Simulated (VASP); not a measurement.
A run of VASP 6.6.1 is set up as follows.

The input INCAR:

```
SYSTEM = BeTe
PREC = Accurate
ENCUT = 600
EDIFF = 1E-6
ISMEAR = 0
SIGMA = 0.01
LREAL = .False.
LASPH = .True.
NELM = 60
ALGO = Normal
ISIF = 3
LWAVE = .False.
LCHARG = .False.
IBRION = 2
NSW = 100
EDIFFG = -0.002
PSTRESS = 100.0
```

The input KPOINTS:

```
Automatic mesh
0
Gamma
  8 8 8
  0 0 0
```

Contents of POSCAR:

```
BeTe
1.0
    2.7772249638      2.7772249638      0.0000000000
   -2.7772249638      2.7772249638      0.0000000000
    0.0000000000      2.7772249638      2.7772249638
Be Te
1 1
Direct
    0.0000000000      0.0000000000      0.0000000000
    0.7500000000      0.2500000000      0.5000000000
```

Potentials or basis: VASP PAW LDA potentials, release 64 (Be, Te).

Launch:

```sh
$ cat potpaw_LDA.64/Be/POTCAR potpaw_LDA.64/Te/POTCAR > POTCAR
$ mpirun -np 1 vasp_std > vasp.out
```

Q: Predict the relaxed volume.

A: 19.03 Å³/atom.

Q: What does it give for the space group after relaxing (to 0.1 Å)?

A: F-43m (No. 216).

Q: Predict the band gap on the k mesh.

A: 1.45 eV (least direct gap 3.42 eV).

Q: Predict the relaxed cell.

A: a = 3.776 Å, b = 3.776 Å, c = 3.776 Å, α = 60.00°, β = 60.00°, γ = 90.00°.

The path:
```csv
step,energy change (eV),largest force (eV/Å),pressure (GPa),volume (Å³)
1,0.0000,0.0000,0.28,42.84
2,0.3850,0.0000,18.78,35.28
3,0.1384,0.0000,9.93,38.08
4,0.1441,0.0000,10.16,37.99
5,0.1380,0.0000,9.93,38.08
6,0.1398,0.0000,9.99,38.05
```

Caveat: the cell is relaxed towards a set pressure, so the run minimises the enthalpy, not the energy; spin-orbit coupling is left out, which moves the levels of the heavy elements. LDA usually gives volumes a few per cent too small.
